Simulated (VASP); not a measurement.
# Be3S5 (P1) in VASP: further runs, part 2 of 3

VASP 6.6.1. The steps go on from the part before.

## 3. Single point, PBE (17.22 Å³/atom)

This run uses another cell than the first one, of 17.22 Å³/atom.

File INCAR:

```
SYSTEM = Be3S5
ALGO     = Normal         ! electronic algorithm
EDIFF    = 1E-6           ! SCF threshold, eV
ENCUT    = 520            ! plane-wave cutoff, eV
GGA      = PE             ! functional
ISIF     = 2              ! what is computed and relaxed
ISMEAR   = 0              ! smearing method
LASPH    = .TRUE.         ! aspherical terms in the spheres
LCHARG   = .FALSE.        ! write CHGCAR
LREAL    = .FALSE.        ! projectors in reciprocal space
LWAVE    = .FALSE.        ! write WAVECAR
NBANDS   = 28             ! bands
NELM     = 80             ! most SCF steps
PREC     = Accurate       ! precision mode
SIGMA    = 0.02           ! smearing width, eV
```

File KPOINTS:

```
k-points
0
G
  8 8 4
  0 0 0
```

File POSCAR:

```
Be3S5
1.0
    3.5775950178      0.0016532753     -0.0014571402
    0.0956719577      3.5874920897      0.0094575725
    1.7836953745      1.5430020786     10.7379591608
Be S
3 5
Direct
    0.3448617427      0.3072878269      0.3848513057
    0.7086641889      0.7206053448      0.6141063198
    0.9497923955      0.0609031136      1.0000974794
    0.8250130255      0.5074927174      0.1028983928
    0.8895390544      0.2567929309      0.2840189719
    0.2665621383      0.7541963757      0.4992259776
    0.5146850007      0.9752983810      0.9003682246
    0.7508824537      0.1674233099      0.7144333281
```

Potentials or basis: VASP PAW PBE potentials, release 64 (Be, S).

Run with:

```bash
cat potpaw_PBE.64/Be/POTCAR potpaw_PBE.64/S/POTCAR > POTCAR
mpirun -np 1 vasp_std > vasp.out
```

OUTCAR:

```text
SYSTEM = Be3S5
   EDIFF = 1E-6
   ENCUT = 520
   GGA = PE
   ISIF = 2
   ISMEAR = 0
   LASPH = .TRUE.
   LREAL = .FALSE.
   NELM = 80
   PREC = Accurate

 ion  position               nearest neighbor table
   1  0.345  0.307  0.385-   5 2.10   5 2.14   6 2.17   6 2.19
   2  0.709  0.721  0.614-   8 2.10   8 2.14   6 2.17   6 2.18
   3  0.950  0.061  0.000-   4 2.09   7 2.10   4 2.16   7 2.17
   4  0.825  0.507  0.103-   3 2.09   5 2.11   3 2.16
   5  0.890  0.257  0.284-   1 2.10   4 2.11   1 2.14
   6  0.267  0.754  0.499-   1 2.17   2 2.17   2 2.18   1 2.19
   7  0.515  0.975  0.900-   3 2.10   8 2.10   3 2.17
   8  0.751  0.167  0.714-   2 2.10   7 2.10   2 2.14

  LATTYP: Found a triclinic cell.
 ALAT       =     3.5775956965
 B/A-ratio  =     1.3970875521
 C/A-ratio  =     4.6358578551
 COS(alpha) =     0.0048280606
 COS(beta)  =     0.5504825990
 COS(gamma) =     0.6963026137

  Lattice vectors:

 A1 = (  -3.5775950178,  -0.0016532753,   0.0014571402)
 A2 = (  -3.4819230601,   3.5858388144,   0.0109147127)
 A3 = (  -9.1302293255,  -8.7212928086, -10.7539600254)

Analysis of symmetry for initial positions (statically):
=====================================================================
 Subroutine PRICEL returns:
 Original cell was already a primitive cell.

 Routine SETGRP: Setting up the symmetry group for a
 triclinic supercell.

 Subroutine GETGRP returns: Found  1 space group operations
 (whereof  1 operations were pure point group operations)
 out of a pool of  2 trial point group operations.

The static configuration has the point symmetry C_1 .

Analysis of symmetry for dynamics (positions and initial velocities):
=====================================================================
 Subroutine PRICEL returns:
 Original cell was already a primitive cell.

 Routine SETGRP: Setting up the symmetry group for a
 triclinic supercell.

 Subroutine GETGRP returns: Found  1 space group operations
 (whereof  1 operations were pure point group operations)
 out of a pool of  2 trial point group operations.

The dynamic configuration has the point symmetry C_1 .

 Subroutine INISYM returns: Found  1 space group operations
 (whereof  1 operations are pure point group operations),
 and found     1 'primitive' translations

----------------------------------------------------------------------------------------

                                     Primitive cell

  volume of cell :     137.7726

  direct lattice vectors                    reciprocal lattice vectors
     3.577595018  0.001653275 -0.001457140     0.279502292 -0.007334204 -0.045374568
     0.095671958  3.587492090  0.009457573    -0.000145175  0.278855703 -0.040046342
     1.783695374  1.543002079 10.737959161     0.000038056 -0.000246600  0.093156680

  length of vectors
     3.577595697  3.588780024 10.993916115     0.283256374  0.281716584  0.093157014

  position of ions in fractional coordinates (direct lattice)
     0.344861743  0.307287827  0.384851306
     0.708664189  0.720605345  0.614106320
     0.949792395  0.060903114  0.000097479
     0.825013025  0.507492717  0.102898393
     0.889539054  0.256792931  0.284018972
     0.266562138  0.754196376  0.499225978
[... 45 lines left out ...]
  0.375000  0.000000 -0.000000      2.000000
  0.500000  0.000000 -0.000000      1.000000
  0.000000  0.125000  0.000000      2.000000
[... 16 lines left out ...]
  0.125000  0.375000 -0.000000      2.000000
  0.250000  0.375000 -0.000000      2.000000
 [... further k-points ...]
   k-points           NKPTS =    132   k-points in BZ     NKDIM =    132   number of bands    NBANDS=     28
   number of dos      NEDOS =    301   number of ions     NIONS =      8
   total plane-waves  NPLWV =  65856
   dimension x,y,z NGX =    28 NGY =   28 NGZ =   84
   dimension x,y,z NGXF=    56 NGYF=   56 NGZF=  168
   ions per type =               3   5
   NGX,Y,Z   is equivalent  to a cutoff of  13.01, 12.97, 12.70 a.u.
   NGXF,Y,Z  is equivalent  to a cutoff of  26.02, 25.94, 25.40 a.u.
 SYSTEM =  Be3S5
   PREC   = accura    normal or accurate (medium, high low for compatibility)
   ISTART =      0    job   : 0-new  1-cont  2-samecut
   ICHARG =      2    charge: 1-file 2-atom 10-const
   ISPIN  =      1    spin polarized calculation?
   LNONCOLLINEAR =      F non collinear calculations
   LSORBIT =      F    spin-orbit coupling
   LASPH  =      T    aspherical Exc in radial PAW
   ENCUT  =  520.0 eV  38.22 Ry    6.18 a.u.   6.65  6.67 20.44*2*pi/ulx,y,z
   NELM   =     80;   NELMIN=  2; NELMDL= -5     # of ELM steps
   EDIFF  = 0.1E-05   stopping-criterion for ELM
   LREAL  =      F    real-space projection
   EDIFFG = 0.1E-04   stopping-criterion for IOM
   NSW    =      0    number of steps for IOM
   IBRION =     -1    ionic relax: 0-MD 1-quasi-New 2-CG
   NFREE  =      0    steps in history (QN), initial steepest desc. (CG)
   ISIF   =      2    stress and relaxation
   ISYM   =      2    0-nonsym 1-usesym 2-fastsym
   POTIM  = 0.5000    time-step for ionic-motion
   TEBEG  =    0.0;   TEEND  =   0.0 temperature during run
   PSTRESS=    0.0 pullay stress
   NELECT =      36.0000    total number of electrons
   NUPDOWN=      -1.0000    fix difference up-down
   EMIN   =  10.00;   EMAX   =-10.00  energy-range for DOS
   EFERMI =   0.00;   METHOD = LEGACY
   ISMEAR =     0;   SIGMA  =   0.02  broadening in eV -4-tet -1-fermi 0-gaus
   EFERMI_NEDOS =   21; number of points for ismear=-14 and -15
   IALGO  =     38    algorithm
   IMIX   =      4    mixing-type and parameters
     AMIX     =   0.40;   BMIX     =  1.00
     AMIX_MAG =   1.60;   BMIX_MAG =  1.00
  volume/ion in A,a.u.               =      17.22       116.22
  Fermi-wavevector in a.u.,A,eV,Ry     =   1.046618  1.977821 14.903939  1.095409
  Thomas-Fermi vector in A             =   2.181463
   LORBIT       =      0    0 simple, 1 ext, 2 COOP (PROOUT), +10 PAW based schemes
   GGA     = PE    functional components
   LHFCALC =     F    Hartree Fock is set to
   AEXX    =    0.0000 exact exchange contribution
   IVDW    =     0    specifies the selected vdW correction
   LEPSILON=     F    determine dielectric tensor
   LRPA    =     F    only Hartree local field effects (RPA)
 non-spin polarized calculation
 Gauss-broadening in eV      SIGMA  =   0.02
  energy-cutoff  :      520.00
  volume of cell :      137.77
 maximum number of plane-waves:      3747
   NGX = 13   NGY = 13   NGZ = 41

 number of electron      35.9999999 magnetization

 Free energy of the ion-electron system (eV)
  ---------------------------------------------------
  ext. energy  EPLUGINS =         0.00000000
  ---------------------------------------------------
  free energy    TOTEN  =       -36.27552717 eV

  energy without entropy =      -36.27552717  energy(sigma->0) =      -36.27552717

 E-fermi :   3.8635     XC(G=0):  -9.2242

 val. band max:        3.7819185044   @ k =   0.0000   0.0000   0.0000
 cond. band min:       4.9011838840   @ k =   0.5000   0.5000   0.5000
 fundamental gap:      1.1192653797
 Fermi energy:         3.8635308446

 k-point     1 :       0.0000    0.0000    0.0000
  band No.  band energies     occupation
      1     -11.3195      2.00000
      2     -10.8524      2.00000
      3      -9.5343      2.00000
      4      -7.7608      2.00000
      5      -7.1064      2.00000
      6      -1.9296      2.00000
[... 733 lines left out ...]
     27      10.8175      0.00000
     28      11.2230      0.00000

 [... further k-points ...]

------------------------ aborting loop because EDIFF is reached ----------------------------------------

  FORCE on cell =-STRESS in cart. coord.  units (eV):
  Direction    XX          YY          ZZ          XY          YZ          ZX
  --------------------------------------------------------------------------------------
  -------------------------------------------------------------------------------------
  Total       -1.4963418     -1.4990236     -1.8003102      0.0049732      0.0851207      0.0183227
  in kB      -17.4011767    -17.4323633    -20.9360691      0.0578335      0.9898805      0.2130779
  external PRESSURE =     -18.5898697 kB  Pullay stress =       0.0000000 kB

 VOLUME and BASIS-vectors are now :
 -----------------------------------------------------------------------------
  energy-cutoff  :      520.00
  volume of cell :      137.77
      direct lattice vectors                 reciprocal lattice vectors
     3.577595018  0.001653275 -0.001457140     0.279502292 -0.007334204 -0.045374568
     0.095671958  3.587492090  0.009457573    -0.000145175  0.278855703 -0.040046342
     1.783695374  1.543002079 10.737959161     0.000038056 -0.000246600  0.093156680

 POSITION                                       TOTAL-FORCE (eV/Angst)
 -----------------------------------------------------------------------------------
      1.94963      1.69679      4.13492         0.000322      0.004915      0.004229
      3.69963      3.53390      6.60003        -0.006424      0.000820     -0.003045
      3.40397      0.22021      0.00024         0.003782      0.004337     -0.001724
      3.18365      1.98076      1.10852         0.023356     -0.026962      0.093164
      3.71358      1.36096      3.05092        -0.021116      0.021584     -0.088038
      1.91627      3.47642      5.36741         0.001908     -0.003489     -0.000063
      3.54063      4.88900      9.67659         0.016789      0.014677     -0.098819
      3.97670      1.70424      7.67205        -0.018617     -0.015882      0.094296
 -----------------------------------------------------------------------------------
    total drift:                               -0.000156      0.000241      0.000032

  FREE ENERGIE OF THE ION-ELECTRON SYSTEM (eV)
  ---------------------------------------------------
  free  energy   TOTEN  =       -36.2755271666 eV

  energy  without entropy=      -36.2755271666  energy(sigma->0) =      -36.27552717
```

It took 4 min on 1 thread of Intel Xeon 6975P-C (Granite Rapids), shared host; peak memory 0.5 GiB.

What came out:

```yaml
Free_energy: -36.2755 eV
Pressure: -1.9 GPa
Largest_force: 0.101 eV/Å
Band_gap_on_the_k_mesh: 1.12 eV (least direct gap 1.60 eV)
```

Forces in eV/Å, atoms in the order of the input:
```
Be   0.000  0.005  0.004
Be  -0.006  0.001 -0.003
Be   0.004  0.004 -0.002
S    0.023 -0.027  0.093
S   -0.021  0.022 -0.088
S    0.002 -0.003  0.000
S    0.017  0.015 -0.099
S   -0.019 -0.016  0.094
```

Levels at points of the mesh, in eV from the valence-band top:
```csv
k point,band 15,band 16,band 17,band 18,band 19,band 20,band 21,band 22
"(0.00, 0.00, 0.00)",-1.09,-0.99,-0.23,0.00,1.60,2.63,3.32,3.60
"(0.50, 0.00, 0.00)",-1.87,-0.92,-0.51,-0.44,2.41,2.78,4.51,4.67
"(0.00, 0.50, 0.00)",-1.64,-1.22,-0.54,-0.30,1.72,3.36,4.58,4.70
"(0.50, 0.50, 0.00)",-2.71,-2.02,-1.61,-1.06,1.47,1.75,3.49,4.24
"(0.00, 0.00, 0.50)",-0.67,-0.57,-0.51,-0.26,2.03,2.41,2.80,3.97
"(0.50, 0.00, 0.50)",-1.79,-1.20,-0.55,-0.41,2.17,2.96,4.60,4.69
"(0.00, 0.50, 0.50)",-1.85,-0.92,-0.49,-0.34,2.24,2.97,4.51,4.76
"(0.50, 0.50, 0.50)",-2.33,-2.07,-1.51,-1.36,1.12,2.18,3.35,4.41
```

(Part 2 of 3 ends here.)
